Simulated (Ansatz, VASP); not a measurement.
# SbMo: VASP beside Ansatz

```xyz
4
Lattice="4.5559 0.0000 0.0000 -2.2779 3.9455 0.0000 0.0000 0.0000 7.4260" Properties=species:S:1:pos:R:3 pbc="T T T"
Mo    0.0000    2.6303    0.0000
Mo    2.2779    1.3152    3.7130
Sb    0.0000    2.6303    2.7922
Sb    2.2779    1.3152    6.5052
```

Alike in both runs: task relaxation of cell and atoms; functional PBE; k mesh 9 × 9 × 5; occupations fermi-dirac, width 0.05 eV; no spin polarisation.

|  | VASP | Ansatz |
| --- | --- | --- |
| version | VASP 6.6.1 | Ansatz 0.2.0 |
| potentials or method | VASP PAW PBE potentials, release 64 (Mo_sv, Sb) | PAW with Ansatz's default frozen-core files, scalar-relativistic |
| plane-wave cutoff (eV) | 600 | 420 |
| valence electrons in the cell | 38 | 58 |

```csv
,VASP,Ansatz,Ansatz less VASP
relaxed volume (Å³/atom),25.44,25.46,+0.023
relaxed cell length with the largest relative difference (Å),5.452,5.454,+0.0017
```

VASP's potentials hold 38 valence electrons a cell and Ansatz's 58, so a difference there can come from the potentials and not from the codes.

Neither program's run includes spin-orbit coupling. Noted on VASP's run: the volume moved by over 15 % at a fixed basis, so the end points are rough.
